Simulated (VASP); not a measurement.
Write the native input for VASP 6.6.1 that does the following.

* Task: single point
* Functional: PBE
* Dispersion: D3(BJ)
* Potentials or basis: VASP PAW PBE potentials, release 64 (C)
* Cutoff: 520 eV
* k mesh: 14 × 10 × 8
* Occupations: gaussian, width 0.03 eV
* Spin: no spin polarisation
* Dipole correction: no
* Further INCAR settings: ALGO = Normal; EDIFF = 1e-06; NBANDS = 16

The structure of C lies in POSCAR:

```
C
1.0
   -1.2327815062      2.1341012746      0.0000000000
   -1.2327815062      0.0000000000     -3.3978816559
   -3.6983445185     -2.1341012746      0.0000000000
C
4
Direct
    0.2408282478      0.0371995553      0.9073934145
    0.7592615520     -0.0371995553      0.4259099855
    0.2457417625      0.0169516938      0.5791428953
    0.7541684377     -0.0169516938      0.0875537047
```

This cell differs from its parent crystal: atoms displaced along a vibrational mode.

One way to write it, as run:

INCAR

```
SYSTEM = C
ALGO     = Normal         ! electronic algorithm
EDIFF    = 1E-6           ! SCF threshold, eV
ENCUT    = 520            ! plane-wave cutoff, eV
GGA      = PE             ! functional
ISIF     = 2              ! what is computed and relaxed
ISMEAR   = 0              ! smearing method
IVDW     = 12             ! dispersion correction
LASPH    = .TRUE.         ! aspherical terms in the spheres
LCHARG   = .FALSE.        ! write CHGCAR
LREAL    = .FALSE.        ! projectors in reciprocal space
LWAVE    = .FALSE.        ! write WAVECAR
NBANDS   = 16             ! bands
NELM     = 60             ! most SCF steps
PREC     = Accurate       ! precision mode
SIGMA    = 0.03           ! smearing width, eV
```

KPOINTS

```
k-points
0
G
  14 10 8
  0 0 0
```

Potentials or basis: VASP PAW PBE potentials, release 64 (C).

Run with:

```bash
$ cat potpaw_PBE.64/C/POTCAR > POTCAR
$ mpirun -np 1 vasp_std > vasp.out
```

Results of the run:

```
Pressure                   : -2.4 GPa
Largest force              : 2.018 eV/Å
Dispersion energy per atom : -0.155 eV
```

Caveat: the cell differs from its parent crystal (atoms displaced along a vibrational mode); forces of over 1 eV/Å act on the atoms, so gaps and moduli don't describe the material at rest.

Run time: 96 s on 1 thread of Intel(R) Xeon(R) 6975P-C (Granite Rapids), with other jobs on the host, peak memory 0.33 GiB.
